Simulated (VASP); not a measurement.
# CaLa8Ga7O24 (a cell with a defect) in VASP: single point with PBEsol

Aim: the single point of CaLa8Ga7O24 (a cell with a defect) with PBEsol.

Program: VASP 6.6.1. These are calculated values, not measurements. Logs are shortened: lines on timing, memory, paths and dates and some standing lists are left out, and cuts for length are marked.

**1. The cell of the first run**

The cell holds a defect, 40 atoms: a = 7.729 Å, b = 7.729 Å, c = 7.729 Å, α = 90.00°, β = 90.00°, γ = 90.00°.

**2. Single point, PBEsol, collinear spin**

The input, INCAR:

```
SYSTEM = CaLa8Ga7O24
PREC = Accurate ; ENCUT = 520
EDIFF = 1E-6 ; ISMEAR = -1
SIGMA = 0.05 ; LREAL = Auto
LASPH = .TRUE. ; NELM = 200
ALGO = Normal ; ISIF = 2
LWAVE = .FALSE. ; LCHARG = .FALSE.
ISPIN = 2 ; MAGMOM = 0 0 0 0 0 0 0 0.125 0.125 0 0 0 0 0 0 0 0.125 0.125 0 0 0 0 0 0 0.125 0 0 0 0.125 0 0 0 0.125 0 0.125 0 0 0 0 0
LORBIT = 11 ; LMAXMIX = 6
GGA = PS ; ISYM = -1
NBANDS = 196 ; GGA_COMPAT = .FALSE.
```

The input, KPOINTS:

```
explicit points
1
Reciprocal
  0.25000000   0.25000000   0.25000000 1
```

The input, POSCAR:

```
CaLa8Ga7O24
1.0
    7.7293080000      0.0000000000      0.0000000000
    0.0000000000      7.7293080000      0.0000000000
    0.0000000000      0.0000000000      7.7293080000
La Ca Ga O
8 1 7 24
Direct
    0.0114870000      0.0113970000      0.0101050000
    0.9894780000      0.9939710000      0.5114370000
    0.0033390000      0.5140200000      0.9939670000
    0.9751710000      0.5149410000      0.5095070000
    0.5110400000      0.9920150000      0.0006510000
    0.5109840000      0.9808110000      0.5093020000
    0.5135480000      0.5080700000      0.9817980000
    0.2764160000      0.2794600000      0.2917680000
    0.5304500000      0.5344400000      0.5280860000
    0.2578370000      0.2506460000      0.7567440000
    0.2522800000      0.7515280000      0.2535200000
    0.2514910000      0.7483000000      0.7458230000
    0.7546730000      0.2532800000      0.2504520000
    0.7417120000      0.2514550000      0.7440420000
    0.7493810000      0.7453190000      0.2496730000
    0.7539300000      0.7554680000      0.7565740000
    0.2939980000      0.2051320000      0.9941000000
    0.1421030000      0.2678080000      0.5416130000
    0.2338220000      0.8107060000      0.9958530000
    0.2700000000      0.6795700000      0.4956360000
    0.7019830000      0.2658570000      0.9904590000
    0.7912960000      0.2314180000      0.5008590000
    0.7648690000      0.7315020000      0.0011540000
    0.7373390000      0.7641060000      0.5030040000
    0.9910400000      0.2934080000      0.2031990000
    0.9938590000      0.2371870000      0.8048510000
    0.9961230000      0.6958820000      0.2658310000
    0.0007930000      0.7633990000      0.7326000000
    0.5317550000      0.1612330000      0.2643520000
    0.4915990000      0.2742700000      0.6745750000
    0.5037770000      0.7959690000      0.2378550000
    0.5024890000      0.7356380000      0.7643570000
    0.2061440000      0.9882810000      0.2984110000
    0.2683780000      0.9953520000      0.6979800000
    0.2785910000      0.5291910000      0.1583780000
    0.2358500000      0.5015080000      0.7964540000
    0.8131330000      0.9931190000      0.2365150000
    0.7288460000      0.0015490000      0.7628740000
    0.6874380000      0.4955480000      0.2730330000
    0.7622120000      0.5030380000      0.7348090000
```

Potentials or basis: VASP PAW PBE potentials, release 64 (La, Ca_sv, Ga_d, O).

Run with:

```
$ cat potpaw_PBE.64/La/POTCAR potpaw_PBE.64/Ca_sv/POTCAR potpaw_PBE.64/Ga_d/POTCAR potpaw_PBE.64/O/POTCAR > POTCAR
$ mpirun -np 1 vasp_std > vasp.out
```

OUTCAR:

```text
SYSTEM = CaLa8Ga7O24
   PREC = Accurate
   ENCUT = 520
   EDIFF = 1E-6
   ISMEAR = -1
   LREAL = Auto
   LASPH = .TRUE.
   NELM = 200
   ISIF = 2
   ISPIN = 2
   LORBIT = 11
   GGA = PS
   ISYM = -1

 ion  position               nearest neighbor table
   1  0.011  0.011  0.010-  19 2.32  37 2.33  26 2.36  25 2.65  17 2.65  33 2.69  10 3.30  13 3.30
                             8 3.64
   2  0.989  0.994  0.511-  33 2.35  22 2.39  18 2.43  28 2.47  37 2.52  34 2.59  24 2.64  38 2.80
                            16 3.21  14 3.30   8 3.56
   3  0.003  0.514  0.994-  25 2.35  36 2.36  35 2.48  23 2.50  27 2.53  26 2.59  40 2.74  28 2.79
                            16 3.25  12 3.26   8 3.61
   4  0.975  0.515  0.510-  18 2.32  27 2.35  40 2.40  28 2.59  20 2.61  22 2.61  24 2.66  16 3.17
                            15 3.20  14 3.27   8 3.40
   5  0.511  0.992  0.001-  17 2.35  31 2.38  29 2.43  38 2.49  19 2.56  21 2.58  32 2.70  23 2.81
                            16 3.23  15 3.28   8 3.65
   6  0.511  0.981  0.509-  29 2.36  34 2.38  24 2.42  31 2.54  38 2.59  30 2.61  32 2.74  16 3.20
                            12 3.25  15 3.28  14 3.29   8 3.38
   7  0.514  0.508  0.982-  35 2.28  21 2.37  32 2.43  36 2.58  23 2.60  39 2.62  40 2.71  16 3.18
                            14 3.23  12 3.30  10 3.30   8 3.50
   8  0.276  0.279  0.292-  29 2.19  35 2.19  18 2.19  25 2.31  33 2.32  17 2.38   9 3.33   6 3.38
                             4 3.40   7 3.50   2 3.56   3 3.61   1 3.64   5 3.65
   9  0.530  0.534  0.528-  20 2.32  30 2.33  39 2.33  24 2.40  32 2.41  40 2.41  16 3.00   8 3.33

  10  0.258  0.251  0.757-  17 1.89  18 1.89  30 1.92  36 1.97  34 2.03  26 2.08   1 3.30   7 3.30

  11  0.252  0.752  0.254-  35 1.88  33 1.90  20 1.96  31 1.98  27 2.03  19 2.05
  12  0.251  0.748  0.746-  28 1.94  32 1.95  34 1.95  36 1.95  19 2.00  20 2.01   6 3.25   3 3.26
                             7 3.30
  13  0.755  0.253  0.250-  29 1.87  25 1.89  39 1.95  22 1.96  21 2.05  37 2.06   1 3.30
  14  0.742  0.251  0.744-  22 1.92  21 1.93  38 1.94  40 1.95  26 2.01  30 2.01   7 3.23   4 3.27
                             6 3.29   2 3.30
  15  0.749  0.745  0.250-  23 1.93  31 1.94  27 1.95  24 1.97  37 1.98  39 2.00   4 3.20   5 3.28
                             6 3.28
  16  0.754  0.755  0.757-  23 1.90  38 1.91  28 1.92  32 1.95  40 1.96  24 1.97   9 3.00   4 3.17
                             7 3.18   6 3.20   2 3.21   5 3.23   3 3.25
  17  0.294  0.205  0.994-  10 1.89   5 2.35   8 2.38   1 2.65
  18  0.142  0.268  0.542-  10 1.89   8 2.19   4 2.32   2 2.43
  19  0.234  0.811  0.996-  12 2.00  11 2.05   1 2.32   5 2.56
  20  0.270  0.680  0.496-  11 1.96  12 2.01   9 2.32   4 2.61
  21  0.702  0.266  0.990-  14 1.93  13 2.05   7 2.37   5 2.58
  22  0.791  0.231  0.501-  14 1.92  13 1.96   2 2.39   4 2.61
  23  0.765  0.732  0.001-  16 1.90  15 1.93   3 2.50   7 2.60   5 2.81
[... 201 lines left out ...]
 fundamental gap:      0.2453156745
 Fermi energy:         6.9461177963

 spin component 1

 k-point     1 :       0.2500    0.2500    0.2500
  band No.  band energies     occupation
      1     -30.9249      1.00000
      2     -23.0592      1.00000
      3     -23.0200      1.00000
      4     -22.9773      1.00000
      5     -22.9346      1.00000
      6     -22.8079      1.00000
[... 170 lines left out ...]
    177      11.9119      0.00000
    178      11.9208      0.00000
 Fermi energy:         6.9461177963

 spin component 2

 k-point     1 :       0.2500    0.2500    0.2500
  band No.  band energies     occupation
      1     -30.9249      1.00000
      2     -23.0580      1.00000
      3     -23.0206      1.00000
      4     -22.9768      1.00000
      5     -22.9290      1.00000
      6     -22.8075      1.00000
[... 170 lines left out ...]
    177      11.9132      0.00000
    178      11.9223      0.00000
 [bands above 178 left out]

------------------------ aborting loop because EDIFF is reached ----------------------------------------

  FORCE on cell =-STRESS in cart. coord.  units (eV):
  Direction    XX          YY          ZZ          XY          YZ          ZX
  --------------------------------------------------------------------------------------
  -------------------------------------------------------------------------------------
  Total       30.6861858     30.8411635     27.9586936     -7.8082169     -8.9033268     -8.4516726
  in kB      106.4710783    107.0088005     97.0075680    -27.0919716    -30.8916466    -29.3245533
  external PRESSURE =     103.4958156 kB  Pullay stress =       0.0000000 kB

 VOLUME and BASIS-vectors are now :
 -----------------------------------------------------------------------------
  energy-cutoff  :      520.00
  volume of cell :      461.77
      direct lattice vectors                 reciprocal lattice vectors
     7.729308000  0.000000000  0.000000000     0.129377688  0.000000000  0.000000000
     0.000000000  7.729308000  0.000000000     0.000000000  0.129377688  0.000000000
     0.000000000  0.000000000  7.729308000     0.000000000  0.000000000  0.129377688

 POSITION                                       TOTAL-FORCE (eV/Angst)
 -----------------------------------------------------------------------------------
      0.08879      0.08809      0.07810        -0.000771      0.028534     -0.004672
      7.64798      7.68271      3.95305         0.014009      0.034831      0.019369
      0.02581      3.97302      7.68268        -0.009080     -0.031945     -0.020298
      7.53740      3.98014      3.93814         0.021157     -0.041050      0.015919
      3.94999      7.66759      0.00503        -0.011628      0.039549      0.011969
      3.94955      7.58099      3.93655        -0.004540      0.032314     -0.017928
[... 32 lines left out ...]
      5.31342      3.83024      2.11036        -0.008768      0.014352     -0.013406
      5.89137      3.88814      5.67957         0.014151      0.012574     -0.000165
 -----------------------------------------------------------------------------------
    total drift:                               -0.002833      0.009791     -0.005976

  FREE ENERGIE OF THE ION-ELECTRON SYSTEM (eV)
  ---------------------------------------------------
  free  energy   TOTEN  =      -301.0512303936 eV

  energy  without entropy=     -301.0133278331  energy(sigma->0) =     -301.03227911

 total charge

# of ion       s       p       d       f       tot
--------------------------------------------------
    1        2.031   5.677   0.658   0.246   8.613
    2        2.034   5.693   0.659   0.248   8.635
    3        2.033   5.690   0.649   0.244   8.616
    4        2.035   5.688   0.669   0.252   8.645
    5        2.034   5.691   0.652   0.245   8.622
    6        2.033   5.687   0.654   0.244   8.618
[... 32 lines left out ...]
   39        1.551   3.464   0.000   0.000   5.015
   40        1.554   3.512   0.000   0.000   5.066
--------------------------------------------------
tot         60.507 140.633  78.117   2.140 281.396

 magnetization (x)

# of ion       s       p       d       f       tot
--------------------------------------------------
    1       -0.001   0.006   0.004  -0.000   0.009
    2       -0.000   0.001  -0.003   0.000  -0.002
    3       -0.000   0.001  -0.002  -0.000  -0.001
    4       -0.000   0.000  -0.003  -0.001  -0.004
    5       -0.000   0.000  -0.002   0.001  -0.001
    6        0.000   0.000  -0.001   0.001  -0.000
[... 32 lines left out ...]
   39        0.000   0.005   0.000   0.000   0.005
   40        0.000   0.003   0.000   0.000   0.003
--------------------------------------------------
tot          0.003   0.801   0.011   0.008   0.822
```

OSZICAR:

```text
N       E                     dE             d eps       ncg     rms          rms(c)
DAV:   1     0.606384729524E+04    0.60638E+04   -0.11398E+05   832   0.296E+03
DAV:   2     0.229995921318E+04   -0.37639E+04   -0.34896E+04   784   0.902E+02
[... 16 lines left out ...]
DAV:  19    -0.301051171638E+03   -0.76887E-04   -0.62026E-04  1496   0.129E-01    0.247E-02
DAV:  20    -0.301051206260E+03   -0.34622E-04   -0.31462E-04  1456   0.835E-02    0.144E-02
DAV:  21    -0.301051218548E+03   -0.12289E-04   -0.12789E-04  1432   0.600E-02    0.804E-03
DAV:  22    -0.301051226140E+03   -0.75911E-05   -0.75213E-05  1496   0.371E-02    0.393E-03
DAV:  23    -0.301051229549E+03   -0.34094E-05   -0.31325E-05  1400   0.242E-02    0.266E-03
DAV:  24    -0.301051230394E+03   -0.84464E-06   -0.80598E-06   848   0.167E-02
   1 F= -.30105123E+03 E0= -.30103228E+03  d E =-.379026E-01  mag=     0.9365
```

Wall time 8 min (1 thread of Intel Xeon 6975P-C (Granite Rapids), shared host); peak memory 0.75 GiB.

What came out:

```yaml
Free_energy: -301.0512 eV
Pressure: 10.3 GPa
Largest_force: 0.078 eV/Å
Net_moment: 0.94 μB per cell
Site_moments: La +0.01, -0.00, +0.05 (each value once); Ca +0.00; Ga +0.00, -0.00 (each value once); O +0.04, +0.20, +0.00, +0.03, +0.01, +0.02, +0.21, +0.06 (each value once) μB
Valence_electrons_inside_the_program's_atomic_spheres: La 8.61, 8.63, 8.62, 8.64, 9.09 (each value once); Ca 8.23; Ga 11.80, 11.79, 11.77, 11.90 (each value once); O 5.03, 5.06, 5.01, 5.04, 5.07, 4.99, 5.09, 5.10 (each value once)
```

Forces on the atoms (eV/Å):
```
La  -0.001  0.029 -0.005
La   0.014  0.035  0.019
La  -0.009 -0.032 -0.020
La   0.021 -0.041  0.016
La  -0.012  0.040  0.012
La  -0.005  0.032 -0.018
La   0.020 -0.014 -0.010
La   0.021 -0.020 -0.062
Ca  -0.022 -0.030 -0.021
Ga  -0.032  0.006 -0.019
Ga  -0.009  0.016  0.021
Ga   0.002 -0.011 -0.019
Ga  -0.012 -0.001 -0.003
Ga   0.016 -0.006  0.017
Ga   0.008  0.014  0.004
Ga   0.012  0.009 -0.005
O    0.010 -0.011  0.028
O    0.017  0.023 -0.057
O    0.018 -0.003  0.011
O   -0.022 -0.009  0.005
O   -0.039  0.012  0.020
O    0.009 -0.011 -0.019
O    0.004 -0.020  0.001
O    0.004  0.025 -0.007
O    0.034  0.025 -0.009
O   -0.021 -0.014  0.073
O    0.012 -0.013  0.000
O   -0.007  0.000 -0.002
O   -0.024 -0.057  0.040
O    0.024 -0.024 -0.005
O   -0.015 -0.003 -0.020
O   -0.006  0.007  0.029
O   -0.002  0.028  0.011
O    0.011 -0.030 -0.016
O   -0.038  0.011 -0.006
O    0.008  0.017  0.026
O    0.009  0.004 -0.015
O   -0.002 -0.008  0.016
O   -0.009  0.014 -0.013
O    0.014  0.013  0.000
```

Caveat: the PAW data sets were made with another functional, which shifts forces and pressure a little; spin-orbit coupling is left out, which moves the levels of the heavy elements.
